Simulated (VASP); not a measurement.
# Fe (Fm-3m) in VASP: single point with PBE

Aim: the single point of Fe with PBE.

All numbers are computed with VASP 6.6.1; they aren't measurements. Logs are shortened: lines on timing, memory, paths and dates and some standing lists are left out, and cuts for length are marked.

## (1) The cell of the first run

The structure is cubic, space group Fm-3m (No. 225). Conventional cell: a = 3.786 Å, b = 3.786 Å, c = 3.786 Å, α = 90.00°, β = 90.00°, γ = 90.00°. Within 3.5 Å of Fe (site symmetry m-3m) lie 12 Fe at 2.68 Å.

## (2) Single point, PBE, collinear spin, ferromagnetic start

Input file INCAR:

```
  ALGO = Normal
  EDIFF = 1E-6
  ENCUT = 600
  GGA = PE
  GGA_COMPAT = False
  ISIF = 2
  ISMEAR = -1
  ISPIN = 2
  LASPH = True
  LCHARG = False
  LMAXMIX = 4
  LORBIT = 11
  LREAL = False
  LWAVE = False
  MAGMOM = 3.04
  NBANDS = 14
  NELM = 200
  PREC = Accurate
  SIGMA = 0.1
```

Input file KPOINTS:

```
k-points
0
Gamma
  8 8 8
```

Input file POSCAR:

```
Fe
1.0
    0.0000000000      1.8930000000      1.8930000000
    1.8930000000      0.0000000000      1.8930000000
    1.8930000000      1.8930000000      0.0000000000
Fe
1
Direct
    0.0000000000      0.0000000000      0.0000000000
```

Potentials or basis: VASP PAW PBE potentials, release 64 (Fe).

The run is started by

```bash
cat potpaw_PBE.64/Fe/POTCAR > POTCAR
mpirun -np 1 vasp_std > vasp.out
```

OUTCAR:

```text
EDIFF = 1E-6
   ENCUT = 600
   GGA = PE
   ISIF = 2
   ISMEAR = -1
   ISPIN = 2
   LASPH = True
   LORBIT = 11
   LREAL = False
   NELM = 200
   PREC = Accurate

 ion  position               nearest neighbor table
   1  0.000  0.000  0.000-

  LATTYP: Found a face centered cubic cell.
 ALAT       =     3.7860000000

  Lattice vectors:

 A1 = (   0.0000000000,   1.8930000000,   1.8930000000)
 A2 = (   1.8930000000,   0.0000000000,   1.8930000000)
 A3 = (   1.8930000000,   1.8930000000,   0.0000000000)

Analysis of symmetry for initial positions (statically):
=====================================================================
 Subroutine PRICEL returns:
 Original cell was already a primitive cell.

 Routine SETGRP: Setting up the symmetry group for a
 face centered cubic supercell.

 Subroutine GETGRP returns: Found 48 space group operations
 (whereof 48 operations were pure point group operations)
 out of a pool of 48 trial point group operations.

The static configuration has the point symmetry O_h .

Analysis of symmetry for dynamics (positions and initial velocities):
=====================================================================
 Subroutine PRICEL returns:
 Original cell was already a primitive cell.

 Routine SETGRP: Setting up the symmetry group for a
 face centered cubic supercell.

 Subroutine GETGRP returns: Found 48 space group operations
 (whereof 48 operations were pure point group operations)
 out of a pool of 48 trial point group operations.

The dynamic configuration has the point symmetry O_h .

Analysis of structural, dynamic, and magnetic symmetry:
=====================================================================
 Subroutine PRICEL returns:
 Original cell was already a primitive cell.

 Routine SETGRP: Setting up the symmetry group for a
 face centered cubic supercell.

 Subroutine GETGRP returns: Found 48 space group operations
 (whereof 48 operations were pure point group operations)
 out of a pool of 48 trial point group operations.

The overall configuration has the point symmetry O_h .

 Subroutine INISYM returns: Found 48 space group operations
 (whereof 48 operations are pure point group operations),
 and found     1 'primitive' translations

----------------------------------------------------------------------------------------

                                     Primitive cell

  volume of cell :      13.5669

  direct lattice vectors                    reciprocal lattice vectors
     0.000000000  1.893000000  1.893000000    -0.264131009  0.264131009  0.264131009
[... 126 lines left out ...]
  ext. energy  EPLUGINS =         0.00000000
  ---------------------------------------------------
  free energy    TOTEN  =        -8.03318599 eV

  energy without entropy =       -7.99644471  energy(sigma->0) =       -8.01481535

 E-fermi :   4.5475     XC(G=0): -12.1329

 val. band max:        4.5419704123   @ k =   0.0000   0.0000   0.0000
 cond. band min:       4.5527115219   @ k =   0.3750   0.2500   0.1250
 fundamental gap:      0.0107411095
 Fermi energy:         4.5474972224

 spin component 1

 k-point     1 :       0.0000    0.0000    0.0000
  band No.  band energies     occupation
      1      -3.2975      1.00000
      2       2.0784      1.00000
      3       2.0784      1.00000
      4       2.0784      1.00000
      5       2.8413      1.00000
      6       2.8413      1.00000
      7      25.2143      0.00000
      8      28.3844      0.00000
      9      28.3844      0.00000
     10      28.3844      0.00000
     11      30.8291      0.00000
     12      30.8291      0.00000
     13      30.8291      0.00000
     14      33.7709      0.00000
[... 379 lines left out ...]
      3       2.0820      1.00000
      4       2.4546      1.00000
      5       3.5915      0.99993
      6       7.4214      0.00000
      7       9.7856      0.00000
      8      18.4590      0.00000
      9      19.1010      0.00000
     10      26.8334      0.00000
     11      30.3320      0.00000
     12      36.6686      0.00000
     13      38.7312      0.00000
     14      39.3652      0.00000

 [... further k-points ...]

 spin component 2

 k-point     1 :       0.0000    0.0000    0.0000
  band No.  band energies     occupation
      1      -3.0992      1.00000
      2       4.5419      0.51400
      3       4.5420      0.51382
      4       4.5420      0.51381
      5       5.9395      0.00000
      6       5.9396      0.00000
      7      24.7614      0.00000
      8      28.7960      0.00000
      9      28.7960      0.00000
     10      28.7960      0.00000
     11      31.5036      0.00000
     12      31.5036      0.00000
     13      31.5036      0.00000
     14      33.0805      0.00000
[... 379 lines left out ...]
      3       4.0956      0.98922
      4       5.2526      0.00087
      5       6.4647      0.00000
      6       8.8440      0.00000
      7      11.2351      0.00000
      8      19.0707      0.00000
      9      19.8844      0.00000
     10      27.0888      0.00000
     11      30.8184      0.00000
     12      36.8907      0.00000
     13      39.2525      0.00000
     14      40.1022      0.00000

 [... further k-points ...]

------------------------ aborting loop because EDIFF is reached ----------------------------------------

  FORCE on cell =-STRESS in cart. coord.  units (eV):
  Direction    XX          YY          ZZ          XY          YZ          ZX
  --------------------------------------------------------------------------------------
  -------------------------------------------------------------------------------------
  Total       -1.3344788     -1.3344788     -1.3344788      0.0000000     -0.0000000      0.0000000
  in kB     -157.5942659   -157.5942659   -157.5942659      0.0000000     -0.0000000      0.0000000
  external PRESSURE =    -157.5942659 kB  Pullay stress =       0.0000000 kB

 VOLUME and BASIS-vectors are now :
 -----------------------------------------------------------------------------
  energy-cutoff  :      600.00
  volume of cell :       13.57
      direct lattice vectors                 reciprocal lattice vectors
     0.000000000  1.893000000  1.893000000    -0.264131009  0.264131009  0.264131009
     1.893000000  0.000000000  1.893000000     0.264131009 -0.264131009  0.264131009
     1.893000000  1.893000000  0.000000000     0.264131009  0.264131009 -0.264131009

 POSITION                                       TOTAL-FORCE (eV/Angst)
 -----------------------------------------------------------------------------------
      0.00000      0.00000      0.00000        -0.000000      0.000000      0.000000
 -----------------------------------------------------------------------------------
    total drift:                                0.000000      0.000000     -0.000000

  FREE ENERGIE OF THE ION-ELECTRON SYSTEM (eV)
  ---------------------------------------------------
  free  energy   TOTEN  =        -8.0331859900 eV

  energy  without entropy=       -7.9964447109  energy(sigma->0) =       -8.01481535

 total charge

# of ion       s       p       d       tot
------------------------------------------
    1        0.429   0.414   6.111   6.954

 magnetization (x)

# of ion       s       p       d       tot
------------------------------------------
    1       -0.015  -0.050   2.782   2.717
```

OSZICAR:

```text
N       E                     dE             d eps       ncg     rms          rms(c)
DAV:   1     0.234021837674E+02    0.23402E+02   -0.40020E+03  1720   0.709E+02
DAV:   2    -0.776691826609E+01   -0.31169E+02   -0.28698E+02  1720   0.133E+02
DAV:   3    -0.891470826170E+01   -0.11478E+01   -0.11385E+01  1984   0.260E+01
DAV:   4    -0.891921304646E+01   -0.45048E-02   -0.45041E-02  1852   0.148E+00
DAV:   5    -0.891923783744E+01   -0.24791E-04   -0.24792E-04  2002   0.114E-01    0.974E+00
DAV:   6    -0.820967489012E+01    0.70956E+00   -0.13796E+01  1930   0.397E+01    0.856E+00
DAV:   7    -0.804082071779E+01    0.16885E+00   -0.15572E+00  1930   0.124E+01    0.384E+00
DAV:   8    -0.804040957946E+01    0.41114E-03   -0.15844E-02  1864   0.691E-01    0.150E+00
DAV:   9    -0.803300091605E+01    0.74087E-02   -0.10868E-02  2022   0.599E-01    0.434E-01
DAV:  10    -0.803300760512E+01   -0.66891E-05   -0.43735E-03  1812   0.391E-01    0.149E-01
DAV:  11    -0.803317553969E+01   -0.16793E-03   -0.14107E-04  1822   0.714E-02    0.608E-02
DAV:  12    -0.803318090937E+01   -0.53697E-05   -0.58141E-06  2006   0.159E-02    0.236E-02
DAV:  13    -0.803318598271E+01   -0.50733E-05   -0.57238E-06  1792   0.160E-02    0.227E-03
DAV:  14    -0.803318599000E+01   -0.72919E-08   -0.99070E-08  1082   0.273E-03
   1 F= -.80331860E+01 E0= -.80148154E+01  d E =-.367413E-01  mag=     2.6972
```

Run time: 7 s. Hardware: 1 thread of Intel Xeon 6975P-C (Granite Rapids), shared host; peak memory 0.14 GiB.

What came out:

| Quantity | Value |
| --- | --- |
| Free energy | -8.0332 eV |
| Pressure | -15.8 GPa |
| Net moment | 2.70 μB per cell |
| Site moments | Fe +2.72 μB |
| Valence electrons inside the program's atomic spheres | Fe 6.95 |
